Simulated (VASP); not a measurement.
# MoP (P-6m2) in VASP: notebook

MoP is run at these levels: PBE; tasks: single point, relaxation of cell and atoms.

All numbers are computed with VASP 6.6.1; they aren't measurements. Logs are shortened: lines on timing, memory, paths and dates and some standing lists are left out, and cuts for length are marked.

## (1) The cell of the first run

Symmetry: P-6m2, No. 187, hexagonal system. The conventional cell has a = 3.241 Å, b = 3.241 Å, c = 3.195 Å, α = 90.00°, β = 90.00°, γ = 120.00°. Within 3.2 Å of Mo (site symmetry -6m2) lie 6 P at 2.46 Å and 2 Mo at 3.20 Å. P (site symmetry -6m2) has 6 Mo at 2.46 Å and 2 P at 3.20 Å within 3.2 Å.

## (2) Single point, PBE

File INCAR:

```
PREC = Accurate ; ENCUT = 500
EDIFF = 1E-6 ; ISMEAR = 0
SIGMA = 0.1 ; LREAL = False
LASPH = True ; NELM = 120
ALGO = Normal ; ISIF = 2
LWAVE = False ; LCHARG = False
GGA = PE ; NBANDS = 16
GGA_COMPAT = False
```

File KPOINTS:

```
regular mesh
0
Gamma
  18 18 14
```

File POSCAR:

```
MoP
1.0
    3.2410431082      0.0000000000      0.0000000000
   -1.6205215541      2.8068256664      0.0000000000
    0.0000000000      0.0000000000      3.1952266600
Mo P
1 1
Direct
    0.0000000000      0.0000000000      0.0000000000
    0.3333333333      0.6666666667      0.5000000000
```

Potentials or basis: VASP PAW PBE potentials, release 64 (Mo_sv, P).

Launch:

```console
> cat potpaw_PBE.64/Mo_sv/POTCAR potpaw_PBE.64/P/POTCAR > POTCAR
> mpirun -np 1 vasp_std > vasp.out
```

OUTCAR:

```text
PREC = Accurate
   ENCUT = 500
   EDIFF = 1E-6
   ISMEAR = 0
   LREAL = False
   LASPH = True
   NELM = 120
   ISIF = 2
   GGA = PE

 ion  position               nearest neighbor table
   1  0.000  0.000  0.000-   2 2.46   2 2.46   2 2.46   2 2.46   2 2.46   2 2.46
   2  0.333  0.667  0.500-   1 2.46   1 2.46   1 2.46   1 2.46   1 2.46   1 2.46

  LATTYP: Found a hexagonal cell.
 ALAT       =     3.2410431082
 C/A-ratio  =     0.9858636721

  Lattice vectors:

 A1 = (   3.2410431082,   0.0000000000,   0.0000000000)
 A2 = (  -1.6205215541,   2.8068256664,   0.0000000000)
 A3 = (   0.0000000000,   0.0000000000,   3.1952266600)

Analysis of symmetry for initial positions (statically):
=====================================================================
 Subroutine PRICEL returns:
 Original cell was already a primitive cell.

 Routine SETGRP: Setting up the symmetry group for a
 hexagonal supercell.

 Subroutine GETGRP returns: Found 12 space group operations
 (whereof 12 operations were pure point group operations)
 out of a pool of 24 trial point group operations.

The static configuration has the point symmetry D_3h.

Analysis of symmetry for dynamics (positions and initial velocities):
=====================================================================
 Subroutine PRICEL returns:
 Original cell was already a primitive cell.

 Routine SETGRP: Setting up the symmetry group for a
 hexagonal supercell.

 Subroutine GETGRP returns: Found 12 space group operations
 (whereof 12 operations were pure point group operations)
 out of a pool of 24 trial point group operations.

The dynamic configuration has the point symmetry D_3h.

 Subroutine INISYM returns: Found 12 space group operations
 (whereof 12 operations are pure point group operations),
 and found     1 'primitive' translations

----------------------------------------------------------------------------------------

                                     Primitive cell

  volume of cell :      29.0671

  direct lattice vectors                    reciprocal lattice vectors
     3.241043108  0.000000000  0.000000000     0.308542641  0.178137177  0.000000000
    -1.620521554  2.806825666  0.000000000     0.000000000  0.356274354  0.000000000
     0.000000000  0.000000000  3.195226660     0.000000000  0.000000000  0.312966843

  length of vectors
     3.241043108  3.241043108  3.195226660     0.356274354  0.356274354  0.312966843

  position of ions in fractional coordinates (direct lattice)
     0.000000000  0.000000000  0.000000000
     0.333333333  0.666666667  0.500000000

  ion indices of the primitive-cell ions
   primitive index   ion index
                 1           1
                 2           2

----------------------------------------------------------------------------------------

 KPOINTS: regular mesh

Automatic generation of k-mesh.
 Grid dimensions read from file:
 generate k-points for:   18   18   14

 Generating k-lattice:

  Cartesian coordinates                     Fractional coordinates (reciprocal lattice)
     0.017141258  0.009896510  0.000000000     0.055555556 -0.000000000  0.000000000
     0.000000000  0.019793020  0.000000000     0.000000000  0.055555556  0.000000000
     0.000000000  0.000000000  0.022354774     0.000000000  0.000000000  0.071428571

  Length of vectors
     0.019793020  0.019793020  0.022354774

  Shift w.r.t. Gamma in fractional coordinates (k-lattice)
     0.000000000  0.000000000  0.000000000

 Subroutine IBZKPT returns following result:
 ===========================================

 Found    296 irreducible k-points:

 Following reciprocal coordinates:
            Coordinates               Weight
  0.000000  0.000000  0.000000      1.000000
  0.055556 -0.000000  0.000000      6.000000
  0.111111 -0.000000  0.000000      6.000000
  0.166667 -0.000000  0.000000      6.000000
  0.222222 -0.000000  0.000000      6.000000
  0.277778 -0.000000  0.000000      6.000000
[... 16 lines left out ...]
  0.333333  0.111111  0.000000     12.000000
  0.388889  0.111111  0.000000     12.000000
 [... further k-points ...]
   k-points           NKPTS =    296   k-points in BZ     NKDIM =    296   number of bands    NBANDS=     16
   number of dos      NEDOS =    301   number of ions     NIONS =      2
   total plane-waves  NPLWV =  13824
   dimension x,y,z NGX =    24 NGY =   24 NGZ =   24
   dimension x,y,z NGXF=    48 NGYF=   48 NGZF=   48
   ions per type =               1   1
   NGX,Y,Z   is equivalent  to a cutoff of  12.31, 12.31, 12.49 a.u.
   NGXF,Y,Z  is equivalent  to a cutoff of  24.62, 24.62, 24.97 a.u.
 SYSTEM =  unknown system
   PREC   = accura    normal or accurate (medium, high low for compatibility)
   ISTART =      0    job   : 0-new  1-cont  2-samecut
   ICHARG =      2    charge: 1-file 2-atom 10-const
   ISPIN  =      1    spin polarized calculation?
   LNONCOLLINEAR =      F non collinear calculations
   LSORBIT =      F    spin-orbit coupling
   LASPH  =      T    aspherical Exc in radial PAW
   ENCUT  =  500.0 eV  36.75 Ry    6.06 a.u.   5.91  5.91  5.83*2*pi/ulx,y,z
   NELM   =    120;   NELMIN=  2; NELMDL= -5     # of ELM steps
   EDIFF  = 0.1E-05   stopping-criterion for ELM
   LREAL  =      F    real-space projection
   EDIFFG = 0.1E-04   stopping-criterion for IOM
   NSW    =      0    number of steps for IOM
   IBRION =     -1    ionic relax: 0-MD 1-quasi-New 2-CG
   NFREE  =      0    steps in history (QN), initial steepest desc. (CG)
   ISIF   =      2    stress and relaxation
   ISYM   =      2    0-nonsym 1-usesym 2-fastsym
   POTIM  = 0.5000    time-step for ionic-motion
   TEBEG  =    0.0;   TEEND  =   0.0 temperature during run
   PSTRESS=    0.0 pullay stress
   NELECT =      19.0000    total number of electrons
   NUPDOWN=      -1.0000    fix difference up-down
   EMIN   =  10.00;   EMAX   =-10.00  energy-range for DOS
   EFERMI =   0.00;   METHOD = LEGACY
   ISMEAR =     0;   SIGMA  =   0.10  broadening in eV -4-tet -1-fermi 0-gaus
   EFERMI_NEDOS =   21; number of points for ismear=-14 and -15
   IALGO  =     38    algorithm
   IMIX   =      4    mixing-type and parameters
     AMIX     =   0.40;   BMIX     =  1.00
     AMIX_MAG =   1.60;   BMIX_MAG =  1.00
  volume/ion in A,a.u.               =      14.53        98.08
  Fermi-wavevector in a.u.,A,eV,Ry     =   1.420775  2.684876 27.464753  2.018602
  Thomas-Fermi vector in A             =   2.541655
   LORBIT       =      0    0 simple, 1 ext, 2 COOP (PROOUT), +10 PAW based schemes
   GGA     = PE    functional components
   LHFCALC =     F    Hartree Fock is set to
   AEXX    =    0.0000 exact exchange contribution
   IVDW    =     0    specifies the selected vdW correction
   LEPSILON=     F    determine dielectric tensor
   LRPA    =     F    only Hartree local field effects (RPA)
 non-spin polarized calculation
 Gauss-broadening in eV      SIGMA  =   0.10
  energy-cutoff  :      500.00
  volume of cell :       29.07
 maximum number of plane-waves:       762
 NGX is ok and might be reduce to    24
   NGX = 11   NGY = 11   NGZ = 11

 number of electron      19.0000000 magnetization

 Free energy of the ion-electron system (eV)
  ---------------------------------------------------
  ext. energy  EPLUGINS =         0.00000000
  ---------------------------------------------------
  free energy    TOTEN  =       -17.67020893 eV

  energy without entropy =      -17.66558776  energy(sigma->0) =      -17.66789835

 E-fermi :  11.7089     XC(G=0): -12.5321

 val. band max:       11.7041265536   @ k =   0.2222  -0.0000   0.0000
 cond. band min:      11.7129517843   @ k =   0.0556   0.0556   0.0714
 fundamental gap:      0.0088252307
 Fermi energy:        11.7089337201

 k-point     1 :       0.0000    0.0000    0.0000
  band No.  band energies     occupation
      1     -49.4777      2.00000
      2     -23.6202      2.00000
      3     -23.4277      2.00000
      4     -23.4277      2.00000
      5      -2.1098      2.00000
      6       7.6283      2.00000
[... 8 lines left out ...]
     15      20.6609      0.00000
     16      20.6609      0.00000

 k-point     2 :       0.0556   -0.0000    0.0000
  band No.  band energies     occupation
      1     -49.4768      2.00000
      2     -23.6189      2.00000
      3     -23.4377      2.00000
      4     -23.4300      2.00000
      5      -2.0538      2.00000
      6       7.6021      2.00000
[... 8 lines left out ...]
     15      20.2950      0.00000
     16      20.8569      0.00000

 k-point     3 :       0.1111   -0.0000    0.0000
  band No.  band energies     occupation
      1     -49.4741      2.00000
      2     -23.6152      2.00000
      3     -23.4662      2.00000
      4     -23.4365      2.00000
      5      -1.8888      2.00000
      6       7.4480      2.00000
[... 8 lines left out ...]
     15      20.1278      0.00000
     16      21.3919      0.00000

 k-point     4 :       0.1667   -0.0000    0.0000
  band No.  band energies     occupation
      1     -49.4701      2.00000
      2     -23.6094      2.00000
      3     -23.5097      2.00000
      4     -23.4465      2.00000
      5      -1.6231      2.00000
      6       7.0846      2.00000
[... 8 lines left out ...]
     15      20.2510      0.00000
     16      22.1615      0.00000
[... 324 lines left out ...]
 k-point    22 :       0.2778    0.1111    0.0000
  band No.  band energies     occupation
      1     -49.4537      2.00000
      2     -23.6693      2.00000
      3     -23.5859      2.00000
      4     -23.5025      2.00000
      5      -0.2875      2.00000
      6       5.5164      2.00000
[... 8 lines left out ...]
     15      21.4909      0.00000
     16      22.9576      0.00000

 k-point    23 :       0.3333    0.1111    0.0000
  band No.  band energies     occupation
      1     -49.4499      2.00000
      2     -23.7056      2.00000
      3     -23.5805      2.00000
      4     -23.5151      2.00000
      5       0.1231      2.00000
      6       5.1004      2.00000
[... 8 lines left out ...]
     15      21.2279      0.00000
     16      23.0304      0.00000

 k-point    24 :       0.3889    0.1111    0.0000
  band No.  band energies     occupation
      1     -49.4474      2.00000
      2     -23.7291      2.00000
      3     -23.5769      2.00000
      4     -23.5233      2.00000
      5       0.4338      2.00000
      6       4.7933      2.00000
[... 8 lines left out ...]
     15      20.8971      0.00000
     16      23.1732      0.00000

 [... further k-points ...]

------------------------ aborting loop because EDIFF is reached ----------------------------------------

  FORCE on cell =-STRESS in cart. coord.  units (eV):
  Direction    XX          YY          ZZ          XY          YZ          ZX
  --------------------------------------------------------------------------------------
  -------------------------------------------------------------------------------------
  Total        0.0163900      0.0163900      0.0247811      0.0000000     -0.0000000      0.0000000
  in kB        0.9034168      0.9034168      1.3659330      0.0000000     -0.0000000      0.0000000
  external PRESSURE =       1.0575889 kB  Pullay stress =       0.0000000 kB

 VOLUME and BASIS-vectors are now :
 -----------------------------------------------------------------------------
  energy-cutoff  :      500.00
  volume of cell :       29.07
      direct lattice vectors                 reciprocal lattice vectors
     3.241043108  0.000000000  0.000000000     0.308542641  0.178137177  0.000000000
    -1.620521554  2.806825666  0.000000000     0.000000000  0.356274354  0.000000000
     0.000000000  0.000000000  3.195226660     0.000000000  0.000000000  0.312966843

 POSITION                                       TOTAL-FORCE (eV/Angst)
 -----------------------------------------------------------------------------------
      0.00000      0.00000      0.00000         0.000000      0.000000      0.000000
     -0.00000      1.87122      1.59761         0.000000      0.000000      0.000000
 -----------------------------------------------------------------------------------
    total drift:                                0.000000     -0.000000      0.000000

  FREE ENERGIE OF THE ION-ELECTRON SYSTEM (eV)
  ---------------------------------------------------
  free  energy   TOTEN  =       -17.6702089299 eV

  energy  without entropy=      -17.6655877617  energy(sigma->0) =      -17.66789835
```

It took 54 s on 1 thread of Intel Xeon 6975P-C (Granite Rapids), shared host; peak memory 0.24 GiB.

What came out:

```yaml
Free_energy: -17.6702 eV
Pressure: 0.1 GPa
```

Levels at points of the mesh, in eV from the Fermi level:
```csv
k point,band 6,band 7,band 8,band 9,band 10,band 11,band 12,band 13,band 14,band 15
"(0.00, 0.00, 0.00)",-4.08,-3.27,-3.27,-0.65,0.29,0.29,4.09,4.09,5.51,8.95
"(0.50, 0.00, 0.00)",-7.15,-3.83,-3.64,-1.28,-0.38,1.69,2.31,4.64,6.13,8.36
"(0.00, 0.00, 0.50)",-7.75,-2.69,-2.69,-1.63,-1.63,1.38,2.92,2.92,7.90,8.63
"(0.50, 0.00, 0.50)",-6.06,-5.20,-4.38,-1.00,1.41,1.86,3.51,5.01,6.21,6.59
```

[end of part 1 of 2]
